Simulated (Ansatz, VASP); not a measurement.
C in VASP and in Ansatz

INCAR

```
SYSTEM = C
ALGO = Normal ; EDIFF = 1E-6
ENCUT = 520 ; GGA = PE
ISIF = 2 ; ISMEAR = 0
IVDW = 12 ; LASPH = .TRUE.
LCHARG = .TRUE. ; LELF = .TRUE.
LREAL = .FALSE. ; LVHAR = .TRUE.
LWAVE = .FALSE. ; NBANDS = 16
NELM = 60 ; PREC = Accurate
SIGMA = 0.15
```

KPOINTS

```
k-points
0
G
  24 24 8
  0 0 0
```

Contents of POSCAR:

```
C
1.0
    1.2128821496     -2.0997183848      0.0000000000
    1.2128821496      2.0997183848      0.0000000000
    0.0000000000      0.0000000000      7.0237686514
C
4
Direct
    0.0833101797      0.9166898203      0.7500000000
    0.5833101797      0.4166898203      0.2500000000
    0.9166898203      0.0833101797      0.2500000000
    0.4166898203      0.5833101797      0.7500000000
```

Input for Ansatz:

```yaml
crystal:
  lattice:
    - [1.2128821496, -2.0997183848, 0.0]
    - [1.2128821496, 2.0997183848, 0.0]
    - [0.0, 0.0, 7.0237686514]
  atoms:
    - { symbol: C, position: [0.0833101797, 0.9166898203, 0.75] }
    - { symbol: C, position: [0.5833101797, 0.4166898203, 0.25] }
    - { symbol: C, position: [0.9166898203, 0.0833101797, 0.25] }
    - { symbol: C, position: [0.4166898203, 0.5833101797, 0.75] }
basis:
  ecutwfc: 420
kpoints:
  mp_grid: { grid: [24, 24, 8] }
hamiltonian:
  xc: pbe
  dispersion: d3bj
scf:
  occupations: { method: gaussian, width: 0.15 }
output:
  forces: true
  stress: true
  eigenvalues: true
```

Alike in both runs: task single point; functional PBE; dispersion D3(BJ); k mesh 24 × 24 × 8; occupations gaussian, width 0.15 eV; no spin polarisation.

|  | VASP | Ansatz |
| --- | --- | --- |
| version | VASP 6.6.1 | Ansatz 0.2.0 |
| potentials or method | VASP PAW PBE potentials, release 64 (C), cutoff 520 eV | scalar-relativistic, plane waves, PAW |
| valence electrons in the cell | 16 | 16 |

```tsv
	VASP	Ansatz	Ansatz less VASP
gap on the k mesh at the Fermi level (eV)	none	none	-
pressure (GPa)	14.9	14.5	-0.43
traceless stress, the component that is largest in VASP (GPa)	-15.95	-15.41	+0.545
```

A gap of «none» marks a metal or a gap that the smearing closes.
